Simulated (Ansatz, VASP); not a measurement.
# Al2Cu in VASP and in Ansatz

INCAR

```
PREC = Accurate
ENCUT = 520
EDIFF = 1E-6
ISMEAR = 0
SIGMA = 0.15
LREAL = F
LASPH = T
NELM = 100
ALGO = Normal
ISIF = 2
LWAVE = F
LCHARG = T
GGA = PE
LELF = T
LVHAR = T
NBANDS = 16
```

KPOINTS

```
Automatic mesh
0
Gamma
  10 10 14
```

Contents of POSCAR:

```
Al2Cu
1.0
    4.3135000000      0.0000000000      0.0000000000
    0.0000000000      4.3135000000      0.0000000000
    0.0000000000      0.0000000000      2.6540000000
Al Cu
2 1
Direct
    0.5000000000      0.0000000000      0.5000000000
    0.0000000000      0.5000000000      0.5000000000
    0.0000000000      0.0000000000      0.0000000000
```

Input for Ansatz:

```yaml
crystal:
  lattice:
    - [4.3135, 0.0, 0.0]
    - [0.0, 4.3135, 0.0]
    - [0.0, 0.0, 2.654]
  atoms:
    - { symbol: Al, position: [0.5, 0.0, 0.5] }
    - { symbol: Al, position: [0.0, 0.5, 0.5] }
    - { symbol: Cu, position: [0.0, 0.0, 0.0] }
basis:
  ecutwfc: 520.0
kpoints:
  mp_grid: { grid: [10, 10, 14] }
hamiltonian:
  xc: pbe
  pseudopotentials: { kind: paw, azcp: { folder: soft_1 } }
scf:
  occupations: { method: gaussian, width: 0.15 }
output:
  forces: true
  stress: true
  eigenvalues: true
```

Alike in both runs: task single point; functional PBE; k mesh 10 × 10 × 14; occupations gaussian, width 0.15 eV; no spin polarisation.

```csv
,VASP,Ansatz
version,VASP 6.6.1,Ansatz 0.2.0
potentials or method,"VASP PAW PBE potentials, release 64 (Al, Cu), cutoff 520 eV","scalar-relativistic, plane waves, PAW"
valence electrons in the cell,17,25
```

VASP gave:

- gap on the k mesh at the Fermi level (eV): none
- pressure (GPa): 1.4
- traceless stress, the component that is largest in VASP (GPa): 6.79

Task: Estimate Ansatz's values.

Result: gap on the k mesh at the Fermi level (eV): none; pressure (GPa): 1.2; traceless stress, the component that is largest in VASP (GPa): 6.80.

A gap of «none» marks a metal or a gap that the smearing closes. With one functional, cell and mesh, what is left measures potentials, basis and numerics. VASP's potentials hold 17 valence electrons a cell and Ansatz's 25, so a difference there can come from the potentials and not from the codes.
